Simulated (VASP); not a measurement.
# Ga2Si3 (R-3m) in VASP: notebook

Ga2Si3 is run at these levels: r2SCAN; tasks: single point.

Program: VASP 6.6.1. These are calculated values, not measurements. Logs are shortened: lines on timing, memory, paths and dates and some standing lists are left out, and cuts for length are marked.

## 1. The cell of the first run

Symmetry: R-3m, No. 166, trigonal system. Conventional cell: a = 3.429 Å, b = 3.429 Å, c = 23.845 Å, α = 90.00°, β = 90.00°, γ = 120.00°. Ga (site symmetry 3m) has 6 Si at 2.40 to 2.54 Å within 3.2 Å. Si (site symmetry -3m) has 6 Ga at 2.54 Å and 12 Si at 3.43 to 3.56 Å within 3.6 Å. Within 3.2 Å of Si (site symmetry 3m) lie 3 Ga at 2.40 Å and 3 Si at 2.84 Å.

## 2. Single point, r2SCAN

Contents of POSCAR:

```
Ga2Si3
1.0
    1.7146914531      0.9899775720      7.9484646719
   -1.7146914531      0.9899775720      7.9484646719
    0.0000000000     -1.9799551440      7.9484646719
Ga Si
2 3
Direct
    0.4000000000      0.4000000000      0.4000000000
    0.6000000000      0.6000000000      0.6000000000
    0.0000000000      0.0000000000      0.0000000000
    0.2095000000      0.2095000000      0.2095000000
    0.7905000000      0.7905000000      0.7905000000
```

Contents of INCAR.step1:

```
SYSTEM = Ga2Si3
ALGO = Normal
EDIFF = 1E-4
ENCUT = 520
GGA = PE
ISMEAR = 0
LASPH = .TRUE.
LCHARG = .FALSE.
LREAL = .FALSE.
LWAVE = .TRUE.
NBANDS = 27
NELM = 80
PREC = Accurate
SIGMA = 0.1
```

Contents of INCAR.step2:

```
SYSTEM = Ga2Si3
ALGO = Normal
EDIFF = 1E-7
ENCUT = 520
ISIF = 2
ISMEAR = 0
ISTART = 1
LASPH = .TRUE.
LCHARG = .FALSE.
LMIXTAU = .TRUE.
LREAL = .FALSE.
LWAVE = .FALSE.
METAGGA = R2SCAN
NBANDS = 27
NELM = 80
PREC = Accurate
SIGMA = 0.1
```

Contents of KPOINTS:

```
k-points
0
G
  6 6 6
  0 0 0
```

Potentials or basis: VASP PAW PBE potentials, release 64 (Ga_d, Si).

Command:

```sh
> cat potpaw_PBE.64/Ga_d/POTCAR potpaw_PBE.64/Si/POTCAR > POTCAR
> cp INCAR.step1 INCAR
> mpirun -np 1 vasp_std > vasp.out
> cp INCAR.step2 INCAR
> mpirun -np 1 vasp_std > vasp.out
```

OUTCAR:

```text
SYSTEM = Ga2Si3
   EDIFF = 1E-7
   ENCUT = 520
   ISIF = 2
   ISMEAR = 0
   ISTART = 1
   LASPH = .TRUE.
   LREAL = .FALSE.
   METAGGA = R2SCAN
   NELM = 80
   PREC = Accurate

 ion  position               nearest neighbor table
   1  0.400  0.400  0.400-   5 2.40   5 2.40   5 2.40   3 2.54   3 2.54   3 2.54
   2  0.600  0.600  0.600-   4 2.40   4 2.40   4 2.40   3 2.54   3 2.54   3 2.54
   3  0.000  0.000  0.000-   2 2.54   1 2.54   2 2.54   2 2.54   1 2.54   1 2.54
   4  0.209  0.209  0.209-   2 2.40   2 2.40   2 2.40   5 2.84   5 2.84   5 2.84
   5  0.791  0.791  0.791-   1 2.40   1 2.40   1 2.40   4 2.84   4 2.84   4 2.84

  LATTYP: Found a trigonal (rhomboedric) cell.
 ALAT       =     8.1913559935
 COS(alpha) =     0.9123624232

  Lattice vectors:

 A1 = (   1.7146914531,   0.9899775720,   7.9484646719)
 A2 = (  -1.7146914531,   0.9899775720,   7.9484646719)
 A3 = (   0.0000000000,  -1.9799551440,   7.9484646719)

Analysis of symmetry for initial positions (statically):
=====================================================================
 Subroutine PRICEL returns:
 Original cell was already a primitive cell.

 Routine SETGRP: Setting up the symmetry group for a
 trigonal (rhombohedral) supercell.

 Subroutine GETGRP returns: Found 12 space group operations
 (whereof 12 operations were pure point group operations)
 out of a pool of 12 trial point group operations.

The static configuration has the point symmetry D_3d.

Analysis of symmetry for dynamics (positions and initial velocities):
=====================================================================
 Subroutine PRICEL returns:
 Original cell was already a primitive cell.

 Routine SETGRP: Setting up the symmetry group for a
 trigonal (rhombohedral) supercell.

 Subroutine GETGRP returns: Found 12 space group operations
 (whereof 12 operations were pure point group operations)
 out of a pool of 12 trial point group operations.

The dynamic configuration has the point symmetry D_3d.

 Subroutine INISYM returns: Found 12 space group operations
 (whereof 12 operations are pure point group operations),
 and found     1 'primitive' translations

----------------------------------------------------------------------------------------

                                     Primitive cell

  volume of cell :      80.9554

  direct lattice vectors                    reciprocal lattice vectors
     1.714691453  0.989977572  7.948464672     0.291597651  0.168353982  0.041936820
    -1.714691453  0.989977572  7.948464672    -0.291597651  0.168353982  0.041936820
     0.000000000 -1.979955144  7.948464672     0.000000000 -0.336707965  0.041936820

  length of vectors
     8.191355994  8.191355994  8.191355994     0.339309520  0.339309520  0.339309520

  position of ions in fractional coordinates (direct lattice)
     0.400000000  0.400000000  0.400000000
     0.600000000  0.600000000  0.600000000
     0.000000000  0.000000000  0.000000000
     0.209500000  0.209500000  0.209500000
     0.790500000  0.790500000  0.790500000

  ion indices of the primitive-cell ions
   primitive index   ion index
                 1           1
                 2           2
                 3           3
                 4           4
                 5           5

----------------------------------------------------------------------------------------

 KPOINTS: k-points

Automatic generation of k-mesh.
 Grid dimensions read from file:
 generate k-points for:    6    6    6

 Generating k-lattice:

  Cartesian coordinates                     Fractional coordinates (reciprocal lattice)
     0.048599609  0.028058997  0.006989470     0.166666667  0.000000000 -0.000000000
    -0.048599609  0.028058997  0.006989470     0.000000000  0.166666667 -0.000000000
     0.000000000 -0.056117994  0.006989470    -0.000000000 -0.000000000  0.166666667

  Length of vectors
     0.056551587  0.056551587  0.056551587

  Shift w.r.t. Gamma in fractional coordinates (k-lattice)
     0.000000000  0.000000000  0.000000000

 Subroutine IBZKPT returns following result:
 ===========================================

 Found     32 irreducible k-points:

 Following reciprocal coordinates:
            Coordinates               Weight
  0.000000  0.000000  0.000000      1.000000
  0.166667  0.000000 -0.000000      6.000000
  0.333333  0.000000  0.000000      6.000000
  0.500000  0.000000 -0.000000      3.000000
  0.166667  0.166667 -0.000000      6.000000
  0.333333  0.166667 -0.000000     12.000000
[... 16 lines left out ...]
  0.500000  0.500000  0.166667      6.000000
 -0.333333  0.500000  0.166667     12.000000
 [... further k-points ...]
   k-points           NKPTS =     32   k-points in BZ     NKDIM =     32   number of bands    NBANDS=     27
   number of dos      NEDOS =    301   number of ions     NIONS =      5
   total plane-waves  NPLWV = 262144
   dimension x,y,z NGX =    64 NGY =   64 NGZ =   64
   dimension x,y,z NGXF=   128 NGYF=  128 NGZF=  128
   ions per type =               2   3
   NGX,Y,Z   is equivalent  to a cutoff of  12.99, 12.99, 12.99 a.u.
   NGXF,Y,Z  is equivalent  to a cutoff of  25.98, 25.98, 25.98 a.u.
 SYSTEM =  Ga2Si3
   PREC   = accura    normal or accurate (medium, high low for compatibility)
   ISTART =      1    job   : 0-new  1-cont  2-samecut
   ICHARG =      0    charge: 1-file 2-atom 10-const
   ISPIN  =      1    spin polarized calculation?
   LNONCOLLINEAR =      F non collinear calculations
   LSORBIT =      F    spin-orbit coupling
   LASPH  =      T    aspherical Exc in radial PAW
   ENCUT  =  520.0 eV  38.22 Ry    6.18 a.u.  15.23 15.23 15.23*2*pi/ulx,y,z
   NELM   =     80;   NELMIN=  2; NELMDL=  0     # of ELM steps
   EDIFF  = 0.1E-06   stopping-criterion for ELM
   LREAL  =      F    real-space projection
   EDIFFG = 0.1E-05   stopping-criterion for IOM
   NSW    =      0    number of steps for IOM
   IBRION =     -1    ionic relax: 0-MD 1-quasi-New 2-CG
   NFREE  =      0    steps in history (QN), initial steepest desc. (CG)
   ISIF   =      2    stress and relaxation
   ISYM   =      2    0-nonsym 1-usesym 2-fastsym
   POTIM  = 0.5000    time-step for ionic-motion
   TEBEG  =    0.0;   TEEND  =   0.0 temperature during run
   PSTRESS=    0.0 pullay stress
   NELECT =      38.0000    total number of electrons
   NUPDOWN=      -1.0000    fix difference up-down
   EMIN   =  10.00;   EMAX   =-10.00  energy-range for DOS
   EFERMI =   0.00;   METHOD = LEGACY
   ISMEAR =     0;   SIGMA  =   0.10  broadening in eV -4-tet -1-fermi 0-gaus
   EFERMI_NEDOS =   21; number of points for ismear=-14 and -15
   IALGO  =     38    algorithm
   IMIX   =      4    mixing-type and parameters
     AMIX     =   0.40;   BMIX     =  1.00
     AMIX_MAG =   1.60;   BMIX_MAG =  1.00
  volume/ion in A,a.u.               =      16.19       109.26
  Fermi-wavevector in a.u.,A,eV,Ry     =   1.272294  2.404287 22.024180  1.618732
  Thomas-Fermi vector in A             =   2.405180
   LORBIT       =      0    0 simple, 1 ext, 2 COOP (PROOUT), +10 PAW based schemes
   METAGGA = R2SCAN    functional components
   LHFCALC =     F    Hartree Fock is set to
   AEXX    =    0.0000 exact exchange contribution
   IVDW    =     0    specifies the selected vdW correction
   LEPSILON=     F    determine dielectric tensor
   LRPA    =     F    only Hartree local field effects (RPA)
 non-spin polarized calculation
 Gauss-broadening in eV      SIGMA  =   0.10
  energy-cutoff  :      520.00
  volume of cell :       80.96
 maximum number of plane-waves:      2200
 NGX is ok and might be reduce to    64
   NGX = 31   NGY = 31   NGZ = 31

 number of electron      38.0000007 magnetization

 Free energy of the ion-electron system (eV)
  ---------------------------------------------------
  ext. energy  EPLUGINS =         0.00000000
  ---------------------------------------------------
  free energy    TOTEN  =       -46.18299956 eV

  energy without entropy =      -46.17174393  energy(sigma->0) =      -46.17737175

 E-fermi :   7.7125     XC(G=0): -11.8638

 val. band max:        7.6962051747   @ k =  -0.3333   0.5000   0.3333
 cond. band min:       7.7128536236   @ k =  -0.3333  -0.3333   0.1667
 fundamental gap:      0.0166484489
 Fermi energy:         7.7125352849

 k-point     1 :       0.0000    0.0000    0.0000
  band No.  band energies     occupation
      1      -7.8849      2.00000
      2      -7.8849      2.00000
      3      -7.8722      2.00000
      4      -7.8722      2.00000
      5      -7.8092      2.00000
      6      -7.8073      2.00000
[... 19 lines left out ...]
     26      14.2505      0.00000
     27      15.1032      0.00000

 k-point     2 :       0.1667    0.0000   -0.0000
  band No.  band energies     occupation
      1      -7.9190      2.00000
      2      -7.8946      2.00000
      3      -7.8694      2.00000
      4      -7.8574      2.00000
      5      -7.7998      2.00000
      6      -7.7897      2.00000
[... 19 lines left out ...]
     26      14.8336      0.00000
     27      14.8808      0.00000

 k-point     3 :       0.3333    0.0000    0.0000
  band No.  band energies     occupation
      1      -7.9907      2.00000
      2      -7.9422      2.00000
      3      -7.8557      2.00000
      4      -7.8371      2.00000
      5      -7.8249      2.00000
      6      -7.8060      2.00000
[... 19 lines left out ...]
     26      13.9961      0.00000
     27      14.4761      0.00000

 k-point     4 :       0.5000    0.0000   -0.0000
  band No.  band energies     occupation
      1      -8.0255      2.00000
      2      -7.9661      2.00000
      3      -7.8557      2.00000
      4      -7.8383      2.00000
      5      -7.8317      2.00000
      6      -7.8191      2.00000
[... 19 lines left out ...]
     26      12.3984      0.00000
     27      13.9559      0.00000

 k-point     5 :       0.1667    0.1667   -0.0000
  band No.  band energies     occupation
      1      -7.9182      2.00000
      2      -7.8955      2.00000
      3      -7.8694      2.00000
      4      -7.8574      2.00000
      5      -7.8008      2.00000
      6      -7.7876      2.00000
[... 19 lines left out ...]
     26      14.1909      0.00000
     27      15.7868      0.00000

 k-point     6 :       0.3333    0.1667   -0.0000
  band No.  band energies     occupation
      1      -7.9548      2.00000
      2      -7.9245      2.00000
      3      -7.8643      2.00000
      4      -7.8567      2.00000
      5      -7.8021      2.00000
      6      -7.7971      2.00000
[... 444 lines left out ...]
      1      -7.9903      2.00000
      2      -7.9477      2.00000
      3      -7.8814      2.00000
      4      -7.8504      2.00000
      5      -7.8159      2.00000
      6      -7.8017      2.00000
[... 19 lines left out ...]
     26      14.3157      0.00000
     27      15.0601      0.00000

 k-point    22 :      -0.1667    0.3333    0.1667
  band No.  band energies     occupation
      1      -7.9902      2.00000
      2      -7.9476      2.00000
      3      -7.8813      2.00000
      4      -7.8502      2.00000
      5      -7.8149      2.00000
      6      -7.8024      2.00000
[... 19 lines left out ...]
     26      14.9149      0.00000
     27      15.2237      0.00000

 k-point    23 :       0.5000    0.5000    0.1667
  band No.  band energies     occupation
      1      -7.9858      2.00000
      2      -7.9476      2.00000
      3      -7.8565      2.00000
      4      -7.8365      2.00000
      5      -7.8244      2.00000
      6      -7.8083      2.00000
[... 19 lines left out ...]
     26      14.2536      0.00000
     27      14.8759      0.00000

 k-point    24 :      -0.3333    0.5000    0.1667
  band No.  band energies     occupation
      1      -7.9877      2.00000
      2      -7.9503      2.00000
      3      -7.8824      2.00000
      4      -7.8497      2.00000
      5      -7.8153      2.00000
      6      -7.8026      2.00000
[... 19 lines left out ...]
     26      13.7376      0.00000
     27      14.3963      0.00000

 [... further k-points ...]

------------------------ aborting loop because EDIFF is reached ----------------------------------------

  FORCE on cell =-STRESS in cart. coord.  units (eV):
  Direction    XX          YY          ZZ          XY          YZ          ZX
  --------------------------------------------------------------------------------------
  -------------------------------------------------------------------------------------
  Total        5.3026243      5.3026243      2.8288458      0.0000000      0.0000000     -0.0000000
  in kB      104.9435148    104.9435148     55.9853014      0.0000000      0.0000000     -0.0000000
  external PRESSURE =      88.6241103 kB  Pullay stress =       0.0000000 kB

 VOLUME and BASIS-vectors are now :
 -----------------------------------------------------------------------------
  energy-cutoff  :      520.00
  volume of cell :       80.96
      direct lattice vectors                 reciprocal lattice vectors
     1.714691453  0.989977572  7.948464672     0.291597651  0.168353982  0.041936820
    -1.714691453  0.989977572  7.948464672    -0.291597651  0.168353982  0.041936820
     0.000000000 -1.979955144  7.948464672     0.000000000 -0.336707965  0.041936820

 POSITION                                       TOTAL-FORCE (eV/Angst)
 -----------------------------------------------------------------------------------
      0.00000      0.00000      9.53816         0.000000      0.000000     -0.707923
      0.00000      0.00000     14.30724         0.000000      0.000000      0.707923
      0.00000      0.00000      0.00000         0.000000      0.000000      0.000000
      0.00000      0.00000      4.99561         0.000000     -0.000000     -2.523896
      0.00000      0.00000     18.84978         0.000000      0.000000      2.523896
 -----------------------------------------------------------------------------------
    total drift:                               -0.000000     -0.000000     -0.000000

  FREE ENERGIE OF THE ION-ELECTRON SYSTEM (eV)
  ---------------------------------------------------
  free  energy   TOTEN  =       -46.1829995604 eV

  energy  without entropy=      -46.1717439301  energy(sigma->0) =      -46.17737175
```

Wall time 13 min (1 thread of AMD EPYC 9R45 (Zen 5), shared host); peak memory 0.61 GiB.

Results:

```yaml
Free_energy: -46.1830 eV
Pressure: 8.9 GPa
Largest_force: 2.524 eV/Å
Band_gap_on_the_k_mesh: zero (bands 19 and 20 overlap by 4.40 eV)
```

Forces on the atoms (eV/Å):
```
Ga   0.000  0.000 -0.708
Ga   0.000  0.000  0.708
Si   0.000  0.000  0.000
Si   0.000  0.000 -2.524
Si   0.000  0.000  2.524
```

Stress tensor (GPa, compression positive):
```
10.49  0.00  0.00
 0.00 10.49  0.00
 0.00  0.00  5.60
```

Caveat: the cell stands under pressure; the PAW data sets were made with another functional, which shifts forces and pressure a little.

## 3. Single point, r2SCAN

This run uses another cell than the first one, of 17.44 Å³/atom.

Contents of POSCAR:

```
Ga2Si3
1.0
    1.8171835517      1.0491514128      7.6219117618
   -1.8171835517      1.0491514128      7.6219117618
    0.0000000000     -2.0983028255      7.6219117618
Ga Si
2 3
Direct
    0.3988896474      0.3988896474      0.3988896474
    0.6011103526      0.6011103526      0.6011103526
    0.0000000000      0.0000000000      0.0000000000
    0.1930299757      0.1930299757      0.1930299757
    0.8069700243      0.8069700243      0.8069700243
```

Contents of INCAR.step1:

```
SYSTEM = Ga2Si3
PREC = Accurate
ENCUT = 520
ISMEAR = 0
SIGMA = 0.1
LREAL = .False.
LASPH = .True.
NELM = 100
NBANDS = 27
GGA = PE
ALGO = Normal
EDIFF = 1E-4
LWAVE = .True.
LCHARG = .False.
```

Contents of INCAR.step2:

```
SYSTEM = Ga2Si3
PREC = Accurate
ENCUT = 520
EDIFF = 1E-6
ISMEAR = 0
SIGMA = 0.1
LREAL = .False.
LASPH = .True.
NELM = 100
ALGO = Normal
ISIF = 2
LWAVE = .False.
LCHARG = .False.
METAGGA = R2SCAN
LMIXTAU = .True.
NBANDS = 27
ISTART = 1
```

Contents of KPOINTS:

```
Automatic mesh
0
Gamma
  6 6 6
  0 0 0
```

Potentials or basis: VASP PAW PBE potentials, release 64 (Ga_d, Si).

Command:

```sh
> cat potpaw_PBE.64/Ga_d/POTCAR potpaw_PBE.64/Si/POTCAR > POTCAR
> cp INCAR.step1 INCAR
> mpirun -np 1 vasp_std > vasp.out
> cp INCAR.step2 INCAR
> mpirun -np 1 vasp_std > vasp.out
```

Run time: 10 min. Hardware: 1 thread of AMD EPYC 9R45 (Zen 5), shared host; peak memory 0.52 GiB.

Results (log left out):

```
Free energy            : -47.3851 eV
Pressure               : -0.1 GPa
Largest force          : 0.023 eV/Å
Band gap on the k mesh : zero (bands 19 and 20 overlap by 3.16 eV)
```

Forces on the atoms (eV/Å):
```
Ga   0.000  0.000 -0.023
Ga   0.000  0.000  0.023
Si   0.000  0.000  0.000
Si   0.000  0.000 -0.012
Si   0.000  0.000  0.012
```

Stress tensor (GPa, compression positive):
```
-0.15  0.00  0.00
 0.00 -0.15  0.00
 0.00  0.00  0.07
```

Levels at points of the mesh, in eV from the Fermi level:
```
           k point  band 16  band 17  band 18  band 19  band 20  band 21  band 22  band 23
(0.00, 0.00, 0.00)     0.37     0.37     1.69     1.69     3.08     3.08     3.70     3.70
(0.50, 0.00, 0.00)    -5.08    -1.99    -0.88    -0.34     0.08     0.41     0.72     4.03
(0.50, 0.50, 0.00)    -3.47    -2.43    -2.24    -2.13    -0.02     1.72     1.78     2.43
(0.50, 0.50, 0.50)     0.38     1.21     1.87     1.87     2.30     2.30     4.11     4.46
```

Caveat: the PAW data sets were made with another functional, which shifts forces and pressure a little.

The gap in the log of VASP goes by the Fermi energy; the results here count the filled bands.